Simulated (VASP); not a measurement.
A run of VASP 6.6.1 is set up as follows.

File INCAR:

```
SYSTEM = GaSb
  PREC = Accurate
  ENCUT = 520
  EDIFF = 1E-6
  ISMEAR = 0
  SIGMA = 0.01
  LREAL = .FALSE.
  LASPH = .TRUE.
  NELM = 60
  ALGO = Normal
  ISIF = 2
  LWAVE = .FALSE.
  LCHARG = .TRUE.
  GGA = CA
  LELF = .TRUE.
  LVHAR = .TRUE.
  NBANDS = 16
```

The input KPOINTS:

```
Automatic mesh
0
G
  8 8 8
  0 0 0
```

File POSCAR:

```
GaSb
1.0
    0.0000000000      3.0240586205      3.0240586205
    3.0240586205      0.0000000000      3.0240586205
    3.0240586205      3.0240586205      0.0000000000
Ga Sb
1 1
Direct
    0.0000000000      0.0000000000      0.0000000000
    0.2500000000      0.2500000000      0.2500000000
```

Potentials or basis: VASP PAW LDA potentials, release 64 (Ga_d, Sb).

The run is started by

```bash
$ cat potpaw_LDA.64/Ga_d/POTCAR potpaw_LDA.64/Sb/POTCAR > POTCAR
$ mpirun -np 1 vasp_std > vasp.out
```

**Question.** What does it give for the band gap on the k mesh?

**Answer.** 0.12 eV, direct.

**Question.** What does it give for the pressure?

**Answer.** 0.2 GPa.

Caveat: spin-orbit coupling is left out, which moves the levels of the heavy elements. A k mesh can miss the band edges.
